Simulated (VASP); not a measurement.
# CdS (P3m1) in VASP: notebook

The runs below take CdS through relaxation of cell and atoms, with PBE+D3(BJ), PBE+D4.

Everything below comes from runs of VASP 6.6.1. Logs are shortened: lines on timing, memory, paths and dates and some standing lists are left out, and cuts for length are marked.

## Step 1: The cell of the first run

Symmetry: P3m1, No. 156, trigonal system. The conventional cell has a = 4.261 Å, b = 4.261 Å, c = 5.804 Å, α = 90.00°, β = 90.00°, γ = 120.00°. Within 3.2 Å of Cd (site symmetry 3m) lie 3 S at 2.46 Å. Within 3.2 Å of S (site symmetry 3m) lie 3 Cd at 2.46 Å.

## Step 2: Relaxation of cell and atoms, PBE+D3(BJ)

Contents of INCAR:

```
SYSTEM = CdS
PREC = Accurate ; ENCUT = 600
EDIFF = 1E-6 ; ISMEAR = -1
SIGMA = 0.05 ; LREAL = .False.
LASPH = .True. ; NELM = 60
ALGO = Normal ; ISIF = 3
LWAVE = .False. ; LCHARG = .False.
GGA = PE ; IVDW = 12
IBRION = 2 ; NSW = 60
EDIFFG = -0.01
```

Contents of KPOINTS:

```
Automatic mesh
0
Gamma
  7 7 5
  0 0 0
```

Contents of POSCAR:

```
CdS
1.0
    4.2611695877      0.0000000000      0.0000000000
   -2.1305847939      3.6902811128      0.0000000000
    0.0000000000      0.0000000000      5.8041729400
Cd S
1 1
Direct
    0.0000000000      0.0000000000      0.4426919200
    0.6666666667      0.3333333333      0.4343080800
```

Potentials or basis: VASP PAW PBE potentials, release 64 (Cd, S).

Command:

```bash
cat potpaw_PBE.64/Cd/POTCAR potpaw_PBE.64/S/POTCAR > POTCAR
mpirun -np 1 vasp_std > vasp.out
```

OUTCAR:

```text
SYSTEM = CdS
   PREC = Accurate
   ENCUT = 600
   EDIFF = 1E-6
   ISMEAR = -1
   LREAL = .False.
   LASPH = .True.
   NELM = 60
   ISIF = 3
   GGA = PE
   IVDW = 12
   IBRION = 2
   NSW = 60
   EDIFFG = -0.01
 IVDW          = 12

 ion  position               nearest neighbor table
   1  0.000  0.000  0.443-   2 2.46   2 2.46   2 2.46
   2  0.667  0.333  0.434-   1 2.46   1 2.46   1 2.46

  LATTYP: Found a hexagonal cell.
 ALAT       =     4.2611695877
 C/A-ratio  =     1.3621079426

  Lattice vectors:

 A1 = (   4.2611695877,   0.0000000000,   0.0000000000)
 A2 = (  -2.1305847939,   3.6902811128,   0.0000000000)
 A3 = (   0.0000000000,   0.0000000000,   5.8041729400)

Analysis of symmetry for initial positions (statically):
=====================================================================
 Subroutine PRICEL returns:
 Original cell was already a primitive cell.

 Routine SETGRP: Setting up the symmetry group for a
 hexagonal supercell.

 Subroutine GETGRP returns: Found  6 space group operations
 (whereof  6 operations were pure point group operations)
 out of a pool of 24 trial point group operations.

The static configuration has the point symmetry C_3v.

Analysis of symmetry for dynamics (positions and initial velocities):
=====================================================================
 Subroutine PRICEL returns:
 Original cell was already a primitive cell.

 Routine SETGRP: Setting up the symmetry group for a
 hexagonal supercell.

 Subroutine GETGRP returns: Found  6 space group operations
 (whereof  6 operations were pure point group operations)
 out of a pool of 24 trial point group operations.

The dynamic configuration has the point symmetry C_3v.

 Subroutine INISYM returns: Found  6 space group operations
 (whereof  6 operations are pure point group operations),
 and found     1 'primitive' translations

----------------------------------------------------------------------------------------

                                     Primitive cell

  volume of cell :      91.2701

  direct lattice vectors                    reciprocal lattice vectors
     4.261169588  0.000000000  0.000000000     0.234677353  0.135491033  0.000000000
    -2.130584794  3.690281113  0.000000000     0.000000000  0.270982066  0.000000000
     0.000000000  0.000000000  5.804172940     0.000000000  0.000000000  0.172289835

  length of vectors
     4.261169588  4.261169588  5.804172940     0.270982066  0.270982066  0.172289835

  position of ions in fractional coordinates (direct lattice)
     0.000000000  0.000000000  0.442691920
     0.666666667  0.333333333  0.434308080

  ion indices of the primitive-cell ions
   primitive index   ion index
                 1           1
                 2           2

[... 93 lines left out ...]
  Fermi-wavevector in a.u.,A,eV,Ry     =   0.952919  1.800756 12.354841  0.908055
  Thomas-Fermi vector in A             =   2.081527
   LORBIT       =      0    0 simple, 1 ext, 2 COOP (PROOUT), +10 PAW based schemes
   GGA     = PE    functional components
   LHFCALC =     F    Hartree Fock is set to
   AEXX    =    0.0000 exact exchange contribution
   IVDW    =    12    specifies the selected vdW correction
   LEPSILON=     F    determine dielectric tensor
   LRPA    =     F    only Hartree local field effects (RPA)
 conjugate gradient relaxation of ions
 non-spin polarized calculation
  energy-cutoff  :      600.00
  volume of cell :       91.27
 maximum number of plane-waves:      3101
 NGX is ok and might be reduce to    36
   NGX = 17   NGY = 17   NGZ = 23

--------------------------------------- Ionic step        1  -------------------------------------------

 number of electron      17.9999999 magnetization

 Free energy of the ion-electron system (eV)
  ---------------------------------------------------
  ext. energy  EPLUGINS =         0.00000000
  ---------------------------------------------------
  free energy    TOTEN  =        -5.64872959 eV

  energy without entropy =       -5.64872957  energy(sigma->0) =       -5.64872958

------------------------ aborting loop because EDIFF is reached ----------------------------------------

 Edisp (eV)   -0.30974

 E8    (eV) :    -0.1246
[... 105 lines left out ...]
  FREE ENERGIE OF THE ION-ELECTRON SYSTEM (eV)
  ---------------------------------------------------
  free  energy   TOTEN  =        -5.9619012097 eV

  energy  without entropy=       -5.9619011958  energy(sigma->0) =       -5.96190120

 E-fermi :  -0.0122     XC(G=0):  -7.5503

 val. band max:       -0.7061283578   @ k =   0.0000   0.0000   0.4000
 cond. band min:       0.5777509633   @ k =   0.0000   0.0000   0.0000
 fundamental gap:      1.2838793212
 Fermi energy:        -0.0121949291

 k-point     1 :       0.0000    0.0000    0.0000
  band No.  band energies     occupation
      1     -12.4564      2.00000
      2      -8.4078      2.00000
      3      -8.4078      2.00000
      4      -7.9326      2.00000
      5      -7.9326      2.00000
      6      -7.8882      2.00000
      7      -1.6638      2.00000
      8      -0.7601      2.00000
      9      -0.7601      2.00000
     10       0.5778      0.00002
     11       5.0622      0.00000
     12       6.1635      0.00000
     13       6.1635      0.00000
[... 356 lines left out ...]
      2      -8.2620      2.00000
      3      -8.2550      2.00000
      4      -8.0132      2.00000
      5      -7.9386      2.00000
      6      -7.6585      2.00000
      7      -3.1738      2.00000
      8      -2.0009      2.00000
      9      -1.4788      2.00000
     10       2.8822      0.00000
     11       3.8627      0.00000
     12       6.4967      0.00000
     13       8.1179      0.00000

 [... further k-points ...]

[... ionic steps 4 to 56 ...]

--------------------------------------- Ionic step       57  -------------------------------------------

 number of electron      17.9999999 magnetization

------------------------ aborting loop because EDIFF is reached ----------------------------------------
[... 75 lines left out ...]
--------------------------------------- Ionic step       59  -------------------------------------------

 number of electron      17.9999999 magnetization

 Free energy of the ion-electron system (eV)
  ---------------------------------------------------
  ext. energy  EPLUGINS =         0.00000000
  ---------------------------------------------------
  free energy    TOTEN  =        -5.54831131 eV

  energy without entropy =       -5.54830839  energy(sigma->0) =       -5.54830985

 E-fermi :   1.1236     XC(G=0):  -8.5702

 val. band max:        0.5966204882   @ k =   0.2857   0.2857   0.0000
 cond. band min:       1.5235635904   @ k =   0.0000   0.0000   0.0000
 fundamental gap:      0.9269431022
 Fermi energy:         1.1236494097

 k-point     1 :       0.0000    0.0000    0.0000
  band No.  band energies     occupation
      1     -11.5051      2.00000
      2      -7.3355      2.00000
      3      -7.3355      2.00000
      4      -7.0558      2.00000
      5      -6.8661      2.00000
      6      -6.8661      2.00000
      7      -0.1184      2.00000
      8       0.2862      2.00000
      9       0.2862      2.00000
     10       1.5236      0.00067
     11       6.4769      0.00000
     12       7.1423      0.00000
     13       7.1423      0.00000
[... 401 lines left out ...]
  FREE ENERGIE OF THE ION-ELECTRON SYSTEM (eV)
  ---------------------------------------------------
  free  energy   TOTEN  =        -6.0827764420 eV

  energy  without entropy=       -6.0827735237  energy(sigma->0) =       -6.08277498

 reached required accuracy - stopping structural energy minimisation
```

CONTCAR:

```text
CdS
   1.00000000000000
     4.1083480418454963    0.0000000000020833   -0.0000000000000006
    -2.0541740209691501    3.5579337718413826    0.0000000000000003
    -0.0000000000000022   -0.0000000000000003    3.8432036975565236
  Cd              S
     1     1
Direct
     0.0000000000000000    0.0000000000000000    0.5297385879765792
     0.6666666667000030    0.3333333332999970    0.3472614120234229

  0.00000000E+00  0.00000000E+00  0.00000000E+00
  0.00000000E+00  0.00000000E+00  0.00000000E+00
```

It took 24 min on 1 thread of Intel Xeon Platinum 8488C (Sapphire Rapids), shared host; peak memory 0.29 GiB.

Results:

```
Free energy                           : -6.0828 eV
Relaxed volume                        : 28.09 Å³/atom
Relaxed cell                          : a = 4.108 Å, b = 4.108 Å, c = 3.843 Å, α = 90.00°, β = 90.00°, γ = 120.00°
Space group after relaxing (to 0.1 Å) : P3m1 (No. 156)
Energy gained by relaxing             : 62.2 meV/atom
Ionic steps                           : 59
Pressure after relaxing               : 0.0 GPa
Band gap on the k mesh                : 0.93 eV (least direct gap 1.24 eV)
Dispersion energy per atom            : -0.267 eV
```

The path:
| step | energy change (eV) | largest force (eV/Å) | pressure (GPa) | volume (Å³) |
| --- | --- | --- | --- | --- |
| 1 | 0.0000 | 0.0023 | -0.64 | 91.27 |
| 3 | -0.0034 | 0.0031 | -0.06 | 89.70 |
| 5 | -0.0095 | 0.0039 | -0.06 | 87.49 |
| 7 | -0.0428 | 0.0082 | -0.11 | 77.57 |
| 9 | -0.0858 | 0.0188 | 0.08 | 62.29 |
| 11 | -0.0869 | 0.0178 | 0.03 | 63.30 |
| 13 | -0.0878 | 0.0334 | -0.17 | 64.78 |
| 15 | -0.0880 | 0.0385 | -0.06 | 64.85 |
| 17 | -0.0883 | 0.0482 | 0.10 | 64.99 |
| 19 | -0.0891 | 0.0566 | 0.11 | 65.29 |
| 21 | -0.0925 | 0.0606 | -0.03 | 66.47 |
| 23 | -0.0930 | 0.0542 | -0.10 | 66.64 |
| 25 | -0.0949 | 0.0049 | -0.67 | 66.90 |
| 27 | -0.0975 | 0.0247 | -0.71 | 66.17 |
| 29 | -0.0981 | 0.0486 | -0.75 | 65.71 |
| 31 | -0.1021 | 0.0006 | -0.06 | 64.28 |
| 33 | -0.1047 | 0.0199 | 0.15 | 63.46 |
| 35 | -0.1187 | 0.0680 | 0.31 | 59.50 |
| 37 | -0.1192 | 0.0782 | 0.38 | 58.74 |
| 39 | -0.1199 | 0.0481 | -0.05 | 59.11 |
| 41 | -0.1212 | 0.0314 | -0.08 | 59.11 |
| 43 | -0.1216 | 0.0124 | -0.13 | 59.11 |
| 45 | -0.1224 | 0.0343 | 0.23 | 58.10 |
| 47 | -0.1230 | 0.0292 | 0.17 | 57.84 |
| 49 | -0.1241 | 0.0071 | -0.06 | 56.68 |
| 51 | -0.1241 | 0.0089 | -0.05 | 56.77 |
| 53 | -0.1242 | 0.0127 | 0.04 | 56.46 |
| 55 | -0.1242 | 0.0111 | 0.04 | 56.36 |
| 57 | -0.1243 | 0.0022 | -0.05 | 56.25 |
| 59 | -0.1243 | 0.0000 | -0.01 | 56.18 |

Final structure:
```
Cd S
1.0
     4.10835    0.00000    0.00000
    -2.05417    3.55793    0.00000
     0.00000    0.00000    3.84320
Cd S
1 1
Cartesian
  0.0000 0.0000 2.0359
  2.0542 1.1860 1.3346
```

Caveat: the volume moved by over 15 % at a fixed basis, so the end points are rough. A k mesh can miss the band edges.

## Step 3: Relaxation of cell and atoms, PBE+D4

Contents of INCAR:

```
SYSTEM = CdS
  PREC = Accurate
  ENCUT = 600
  EDIFF = 1E-6
  ISMEAR = -1
  SIGMA = 0.05
  LREAL = .False.
  LASPH = .True.
  NELM = 80
  ALGO = Normal
  ISIF = 3
  LWAVE = .False.
  LCHARG = .False.
  GGA = PE
  IVDW = 13
  IBRION = 2
  NSW = 60
  EDIFFG = -0.01
```

KPOINTS is that of step 2.

POSCAR is that of step 2.

Potentials or basis: VASP PAW PBE potentials, release 64 (Cd, S).

Command:

```bash
cat potpaw_PBE.64/Cd/POTCAR potpaw_PBE.64/S/POTCAR > POTCAR
mpirun -np 1 vasp_std > vasp.out
```

OUTCAR:

```text
SYSTEM = CdS
   PREC = Accurate
   ENCUT = 600
   EDIFF = 1E-6
   ISMEAR = -1
   LREAL = .False.
   LASPH = .True.
   NELM = 80
   ISIF = 3
   GGA = PE
   IVDW = 13
   IBRION = 2
   NSW = 60
   EDIFFG = -0.01

 ion  position               nearest neighbor table
   1  0.000  0.000  0.443-   2 2.46   2 2.46   2 2.46
   2  0.667  0.333  0.434-   1 2.46   1 2.46   1 2.46

  LATTYP: Found a hexagonal cell.
 ALAT       =     4.2611695877
 C/A-ratio  =     1.3621079426

  Lattice vectors:

 A1 = (   4.2611695877,   0.0000000000,   0.0000000000)
 A2 = (  -2.1305847939,   3.6902811128,   0.0000000000)
 A3 = (   0.0000000000,   0.0000000000,   5.8041729400)

Analysis of symmetry for initial positions (statically):
=====================================================================
 Subroutine PRICEL returns:
 Original cell was already a primitive cell.

 Routine SETGRP: Setting up the symmetry group for a
 hexagonal supercell.

 Subroutine GETGRP returns: Found  6 space group operations
 (whereof  6 operations were pure point group operations)
 out of a pool of 24 trial point group operations.

The static configuration has the point symmetry C_3v.

Analysis of symmetry for dynamics (positions and initial velocities):
=====================================================================
 Subroutine PRICEL returns:
 Original cell was already a primitive cell.

 Routine SETGRP: Setting up the symmetry group for a
 hexagonal supercell.

 Subroutine GETGRP returns: Found  6 space group operations
 (whereof  6 operations were pure point group operations)
 out of a pool of 24 trial point group operations.

The dynamic configuration has the point symmetry C_3v.

 Subroutine INISYM returns: Found  6 space group operations
 (whereof  6 operations are pure point group operations),
 and found     1 'primitive' translations

----------------------------------------------------------------------------------------

                                     Primitive cell

  volume of cell :      91.2701

  direct lattice vectors                    reciprocal lattice vectors
[... 127 lines left out ...]

 number of electron      17.9999999 magnetization

 Free energy of the ion-electron system (eV)
  ---------------------------------------------------
  ext. energy  EPLUGINS =         0.00000000
  ---------------------------------------------------
  free energy    TOTEN  =        -5.64872959 eV

  energy without entropy =       -5.64872957  energy(sigma->0) =       -5.64872958

------------------------ aborting loop because EDIFF is reached ----------------------------------------

  DFT-D4 for vdW energy calculation

  Edisp (eV):   -0.32431
[... 105 lines left out ...]
  FREE ENERGIE OF THE ION-ELECTRON SYSTEM (eV)
  ---------------------------------------------------
  free  energy   TOTEN  =        -5.9765883313 eV

  energy  without entropy=       -5.9765883175  energy(sigma->0) =       -5.97658832

 E-fermi :  -0.0218     XC(G=0):  -7.5798

 val. band max:       -0.6096759225   @ k =   0.2857   0.2857   0.0000
 cond. band min:       0.4481138045   @ k =   0.0000   0.0000   0.0000
 fundamental gap:      1.0577897270
 Fermi energy:        -0.0218429546

 k-point     1 :       0.0000    0.0000    0.0000
  band No.  band energies     occupation
      1     -12.4761      2.00000
      2      -8.4553      2.00000
      3      -8.4553      2.00000
      4      -7.9456      2.00000
      5      -7.9456      2.00000
      6      -7.8476      2.00000
      7      -1.4336      2.00000
      8      -0.8049      2.00000
      9      -0.8049      2.00000
     10       0.4481      0.00017
     11       5.6442      0.00000
     12       6.0155      0.00000
     13       6.0155      0.00000
[... 356 lines left out ...]
      2      -8.3127      2.00000
      3      -8.2823      2.00000
      4      -8.0352      2.00000
      5      -7.9668      2.00000
      6      -7.6363      2.00000
      7      -3.1692      2.00000
      8      -1.9015      2.00000
      9      -1.5601      2.00000
     10       3.0191      0.00000
     11       3.7661      0.00000
     12       6.4267      0.00000
     13       8.2419      0.00000

 [... further k-points ...]

[... ionic steps 4 to 43 ...]

--------------------------------------- Ionic step       44  -------------------------------------------

 number of electron      17.9999999 magnetization

------------------------ aborting loop because EDIFF is reached ----------------------------------------
[... 75 lines left out ...]
--------------------------------------- Ionic step       46  -------------------------------------------

 number of electron      17.9999998 magnetization

 Free energy of the ion-electron system (eV)
  ---------------------------------------------------
  ext. energy  EPLUGINS =         0.00000000
  ---------------------------------------------------
  free energy    TOTEN  =        -5.54556660 eV

  energy without entropy =       -5.54556320  energy(sigma->0) =       -5.54556490

 E-fermi :   1.1549     XC(G=0):  -8.5933

 val. band max:        0.6361597099   @ k =   0.2857   0.2857   0.0000
 cond. band min:       1.5463826321   @ k =   0.0000   0.0000   0.0000
 fundamental gap:      0.9102229222
 Fermi energy:         1.1548930229

 k-point     1 :       0.0000    0.0000    0.0000
  band No.  band energies     occupation
      1     -11.4823      2.00000
      2      -7.3088      2.00000
      3      -7.3088      2.00000
      4      -7.0369      2.00000
      5      -6.8399      2.00000
      6      -6.8399      2.00000
      7      -0.0767      2.00000
      8       0.3092      2.00000
      9       0.3092      2.00000
     10       1.5464      0.00080
     11       6.5155      0.00000
     12       7.1622      0.00000
     13       7.1622      0.00000
[... 401 lines left out ...]
  FREE ENERGIE OF THE ION-ELECTRON SYSTEM (eV)
  ---------------------------------------------------
  free  energy   TOTEN  =        -6.0980989411 eV

  energy  without entropy=       -6.0980955423  energy(sigma->0) =       -6.09809724

 reached required accuracy - stopping structural energy minimisation
```

Wall time 17 min (1 thread of Intel Xeon Platinum 8488C (Sapphire Rapids), shared host); peak memory 0.28 GiB.

What came out:

```
Free energy                           : -6.0981 eV
Relaxed volume                        : 27.97 Å³/atom
Relaxed cell                          : a = 4.107 Å, b = 4.107 Å, c = 3.830 Å, α = 90.00°, β = 90.00°, γ = 120.00°
Space group after relaxing (to 0.1 Å) : P3m1 (No. 156)
Energy gained by relaxing             : 62.5 meV/atom
Ionic steps                           : 46
Pressure after relaxing               : 0.0 GPa
Band gap on the k mesh                : 0.91 eV (least direct gap 1.24 eV)
Dispersion energy per atom            : -0.276 eV
```

Forces on the atoms (eV/Å):
```
Cd   0.000  0.000  0.002
S    0.000  0.000 -0.002
```

Stress tensor (GPa, compression positive):
```
-0.04  0.00  0.00
 0.00 -0.04  0.00
 0.00  0.00  0.04
```

Step by step:
| step | energy change (eV) | largest force (eV/Å) | pressure (GPa) | volume (Å³) |
| --- | --- | --- | --- | --- |
| 1 | 0.0000 | 0.0023 | -0.65 | 91.27 |
| 3 | -0.0036 | 0.0031 | -0.06 | 89.71 |
| 5 | -0.0085 | 0.0039 | -0.07 | 87.74 |
| 7 | -0.0362 | 0.0077 | -0.11 | 78.88 |
| 9 | 0.6195 | 0.0314 | 10.79 | 43.66 |
| 11 | -0.0851 | 0.0173 | 0.08 | 62.26 |
| 13 | -0.0860 | 0.0164 | 0.02 | 63.25 |
| 15 | -0.0865 | 0.0312 | -0.35 | 64.50 |
| 17 | -0.0866 | 0.0319 | -0.35 | 64.53 |
| 19 | -0.0868 | 0.0340 | -0.35 | 64.67 |
| 21 | -0.0875 | 0.0422 | -0.38 | 65.24 |
| 23 | -0.0881 | 0.0368 | -0.66 | 67.49 |
| 25 | -0.0895 | 0.0530 | -0.35 | 66.43 |
| 27 | -0.0896 | 0.0762 | 0.35 | 66.20 |
| 29 | -0.0915 | 0.0639 | 0.00 | 66.28 |
| 31 | -0.0958 | 0.0177 | -0.48 | 65.99 |
| 33 | -0.0992 | 0.0136 | -0.27 | 65.36 |
| 35 | -0.1204 | 0.0130 | 0.06 | 59.20 |
| 37 | -0.1235 | 0.0494 | 0.47 | 56.84 |
| 39 | -0.1248 | 0.0079 | -0.04 | 56.81 |
| 41 | -0.1249 | 0.0078 | -0.04 | 56.72 |
| 43 | -0.1250 | 0.0077 | -0.12 | 55.90 |
| 45 | -0.1251 | 0.0018 | 0.00 | 55.96 |
| 46 | -0.1251 | 0.0021 | -0.01 | 55.94 |

Final structure:
```cif
data_structure
_symmetry_space_group_name_H-M 'P 1'
_symmetry_Int_Tables_number 1
_cell_length_a 4.1070
_cell_length_b 4.1070
_cell_length_c 3.8295
_cell_angle_alpha 90.000
_cell_angle_beta 90.000
_cell_angle_gamma 120.000
_cell_volume 55.94
loop_
_atom_site_label
_atom_site_type_symbol
_atom_site_fract_x
_atom_site_fract_y
_atom_site_fract_z
_atom_site_occupancy
Cd1 Cd 0.00000 0.00000 0.53071 1
S1 S 0.66667 0.33333 0.34629 1
```

Caveat: the volume moved by over 15 % at a fixed basis, so the end points are rough. A k mesh can miss the band edges.
